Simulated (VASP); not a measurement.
Runs of VASP 6.6.1 on SnTe. The structure is that of space group Fm-3m (No. 225), or close to it. The cells are those of the table. 

| task | level | potentials or basis | cell | k mesh | cutoff (eV) | grid for exact exchange (PRECFOCK) | share of exact exchange | screening parameter | gap on the mesh (eV) | pressure (GPa) | relaxed volume (Å³/atom) |
| --- | --- | --- | --- | --- | --- | --- | --- | --- | --- | --- | --- |
| relaxation of cell and atoms | PBE | VASP PAW PBE potentials, release 64 (Sn_d, Te) | relaxed from a = 4.456 Å, angles 60.0°, 2 atoms | 6 × 6 × 6 | 600 | - | - | - | (b) | 0.0 | 32.96 |
| single point | HSE06 | VASP PAW PBE potentials, release 64 (Sn_d, Te) | a = 4.500 Å, angles 60.0°, 2 atoms | 4 × 4 × 4 | 520 | Normal | 0.25 | 0.2079 1/Å | 0.19 | -0.2 | - |
| relaxation of cell and atoms | r2SCAN | VASP PAW PBE potentials, release 64 (Sn_d, Te) | relaxed from a = 4.536 Å, angles 60.0°, 2 atoms | 6 × 6 × 6 | 600 | - | - | - | 0.14 | 0.0 | 32.45 |
| single point | PBE | VASP PAW PBE potentials, release 64 (Sn_d, Te) | a = 4.510 Å, angles 60.0°, 2 atoms | 8 × 8 × 8 | 520 | - | - | - | 0.01 | 0.6 | - |
| relaxation of cell and atoms | LDA | VASP PAW LDA potentials, release 64 (Sn_d, Te) | relaxed from a = 4.536 Å, angles 60.0°, 2 atoms | 6 × 6 × 6 | 600 | - | - | - | (c) | 0.0 | (a) |

Alike in all rows: no spin polarisation; smearing fermi-dirac 0.02 eV.

Problem. Estimate the missing entries.

Solution. (a) 30.34; (b) 0.05; (c) 0.21.

Caveats: some runs use coarse meshes; spin-orbit coupling is left out, which moves the levels of the heavy elements; semilocal functionals underestimate gaps, and a narrow one can read as zero (at least some runs); the PAW data sets were made with another functional, which shifts forces and pressure a little (at least some runs).

A k mesh can miss the band edges, and the runs leave out spin-orbit coupling on Sn, Te.
